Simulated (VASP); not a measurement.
**Li2O: relaxation of cell and atoms with PBE**

Li2O:

```
Li O
1.0
     0.00000    2.55010    2.55010
     2.55010    0.00000    2.55010
     2.55010    2.55010    0.00000
Li O
2 1
Cartesian
  1.2751 1.2751 1.2751
  3.8252 3.8252 3.8252
  0.0000 0.0000 0.0000
```

The cell was built from a structure type or drawn by symmetry, and may not be a known phase.

* Program: VASP 6.6.1
* Task: relaxation of cell and atoms
* Functional: PBE
* Potentials or basis: VASP PAW PBE potentials, release 64 (Li_sv, O)
* Cutoff: 750 eV
* k mesh: 5 × 5 × 5
* Occupations: gaussian, width 0.15 eV
* Spin: no spin polarisation
* Dipole correction: no
* Further INCAR settings: ALGO = Normal; EDIFF = 1e-07; IBRION = 2; EDIFFG = -0.08; NSW = 36; ISIF = 3

| Property | Result |
| --- | --- |
| Relaxed volume | 8.20 Å³/atom |
| Relaxed cell | a = 3.265 Å, b = 3.265 Å, c = 3.265 Å, α = 60.00°, β = 60.00°, γ = 60.00° |
| Space group after relaxing (to 0.1 Å) | Fm-3m (No. 225) |
| Energy gained by relaxing | 149.2 meV/atom |
| Ionic steps | 4 |
| Pressure after relaxing | 0.5 GPa |
| Band gap on the k mesh | 5.28 eV |

The path:
```csv
step,energy change (eV),largest force (eV/Å),pressure (GPa),volume (Å³)
1,0.0000,0.0000,-13.51,33.17
2,-0.3123,0.0000,-9.29,28.89
3,-0.4410,0.0000,-2.52,25.59
4,-0.4475,0.0000,0.53,24.60
```

Final structure:
```
Li O
1.0
     0.00000    2.30848    2.30848
     2.30848    0.00000    2.30848
     2.30848    2.30848    0.00000
Li O
2 1
Direct
  0.25000 0.25000 0.25000
  0.75000 0.75000 0.75000
  0.00000 0.00000 0.00000
```

Levels at points of the mesh, in eV from the valence-band top:
```
           k point  band 3  band 4  band 5  band 6  band 7  band 8  band 9  band 10
(0.00, 0.00, 0.00)  -15.45    0.00    0.00    0.00    5.28   11.95   11.95    11.95
```

Run time: 36 s on 1 thread of Intel Xeon 8259CL, with other jobs on the host, peak memory 0.17 GiB.

Caveat: the k points lie up to 0.47 Å⁻¹ apart in the final cell; the volume moved by over 15 % at a fixed basis, so the end points are rough; an odd mesh through Γ misses points on the zone boundary, where band edges can lie.
